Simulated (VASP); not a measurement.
Write the native input for VASP 6.6.1 that does the following.

```yaml
Task: single point
Functional: LDA
Potentials_or_basis: VASP PAW LDA potentials, release 64 (Sc_sv)
Cutoff: 520 eV
k_mesh: 15 × 15 × 15
Occupations: fermi-dirac, width 0.1 eV
Spin: no spin polarisation
Dipole_correction: no
Further_INCAR_settings: ALGO = Normal; EDIFF = 1e-07; NBANDS = 12
```

The structure of Sc lies in POSCAR:

```
Sc
1.0
    0.0000000000      2.1472636976      2.1472636976
    2.1472636976      0.0000000000      2.1472636976
    2.1472636976      2.1472636976      0.0000000000
Sc
1
Direct
    0.0000000000      0.0000000000      0.0000000000
```

This isn't the form of Sc at room conditions, which is hcp.

The input as run:

INCAR

```
ALGO     = Normal         # electronic algorithm
EDIFF    = 1E-7           # SCF threshold, eV
ENCUT    = 520            # plane-wave cutoff, eV
GGA      = CA             # functional
ISIF     = 2              # what is computed and relaxed
ISMEAR   = -1             # smearing method
LASPH    = T              # aspherical terms in the spheres
LCHARG   = F              # write CHGCAR
LREAL    = F              # projectors in reciprocal space
LWAVE    = F              # write WAVECAR
NBANDS   = 12             # bands
NELM     = 80             # most SCF steps
PREC     = Accurate       # precision mode
SIGMA    = 0.1            # smearing width, eV
```

KPOINTS

```
k-points
0
Gamma
  15 15 15
```

Potentials or basis: VASP PAW LDA potentials, release 64 (Sc_sv).

Launch:

```bash
$ cat potpaw_LDA.64/Sc_sv/POTCAR > POTCAR
$ mpirun -np 1 vasp_std > vasp.out
```

Results of the run:

```yaml
Pressure: 9.0 GPa
Band_gap_on_the_k_mesh: zero (an odd number of electrons rules out a gap without spin polarisation)
```

Caveat: the cell stands under pressure.

Wall time 7.8 s on 1 thread of Intel(R) Xeon(R) 6975P-C (Granite Rapids) (shared host), peak memory 0.14 GiB.
